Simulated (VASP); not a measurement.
**Pb: elastic constants with LDA**

Pb:

```
CELL_PARAMETERS angstrom
0.00000 2.47502 2.47502
2.47502 0.00000 2.47502
2.47502 2.47502 0.00000
ATOMIC_POSITIONS crystal
Pb 0.00000 0.00000 0.00000
```

- Program: VASP 6.6.1
- Task: elastic constants
- Functional: LDA
- Potentials or basis: VASP PAW LDA potentials, release 64 (Pb_d)
- Cutoff: 600 eV
- k mesh: 8 × 8 × 8
- Occupations: fermi-dirac, width 0.05 eV
- Spin: no spin polarisation
- Dipole correction: no
- Ions in elastic constants: relaxed
- Further INCAR settings: ALGO = Normal; EDIFF = 1e-08; IBRION = 6; POTIM = 0.015; NSW = 1; ISIF = 3

The elastic constants C11, C12, C44 are 64, 38, 26 GPa and the voigt bulk modulus is 47 GPa.

Elastic tensor in Voigt notation (GPa, in the Cartesian axes of the cell as first typed):
```
64 38 38  0  0  0
38 64 38  0  0  0
38 38 64  0  0  0
 0  0  0 26  0  0
 0  0  0  0 26  0
 0  0  0  0  0 26
```

Clamped-ion elastic tensor (GPa):
```
64 38 38  0  0  0
38 64 38  0  0  0
38 38 64  0  0  0
 0  0  0 26  0  0
 0  0  0  0 26  0
 0  0  0  0  0 26
```

Wall time 7.1 min on 1 thread of Intel(R) Xeon(R) Platinum 8259CL CPU @ 2.50GHz (Skylake/Cascade Lake), on a shared host, peak memory 0.23 GiB.

Caveat: the cell is under stress, which shifts elastic constants.
